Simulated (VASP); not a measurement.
Ag: single point with PBEsol

The system is Ag.

```
Ag
1.0
    -1.65565    1.65565    1.61426
     1.65565   -1.65565    1.61426
     1.65565    1.65565   -1.61426
Ag
1
Direct
  0.00000 0.00000 0.00000
```

This cell differs from its parent crystal: strain +0.000 along x and y, -0.025 along z.

```
Program                : VASP 6.6.1
Task                   : single point
Functional             : PBEsol
Potentials or basis    : VASP PAW PBE potentials, release 64 (Ag)
Cutoff                 : 520 eV
k mesh                 : 20 × 20 × 20
Occupations            : gaussian, width 0.15 eV
Spin                   : no spin polarisation
Dipole correction      : no
Further INCAR settings : ALGO = Normal; EDIFF = 1e-06; NBANDS = 12
```

| Property | Result |
| --- | --- |
| Pressure | -5.4 GPa |

Stress tensor (GPa, compression positive):
```
-5.19  0.00  0.00
 0.00 -5.19  0.00
 0.00  0.00 -5.87
```

Levels at points of the mesh, in eV from the Fermi level:
```csv
k point,band 2,band 3,band 4,band 5,band 6,band 7,band 8,band 9,band 10,band 11
"(0.00, 0.00, 0.00)",-4.82,-4.71,-4.71,-3.55,-3.42,17.66,17.66,18.11,23.33,23.33
"(0.50, 0.00, 0.00)",-5.53,-3.51,-3.32,-2.52,0.02,4.01,13.04,13.92,19.39,20.46
"(0.50, 0.50, 0.00)",-5.40,-3.63,-3.40,-2.54,-0.13,3.77,13.45,14.50,19.82,21.08
"(0.50, 0.50, 0.50)",-6.10,-2.77,-2.77,-2.73,6.50,6.50,7.23,12.16,12.97,13.56
```

Run time: 32 s on 1 thread of Intel(R) Xeon(R) 6975P-C (Granite Rapids) (shared host), peak memory 0.24 GiB.

Caveat: the cell differs from its parent crystal (strain +0.000 along x and y, -0.025 along z); the PAW data sets were made with another functional, which shifts forces and pressure a little.
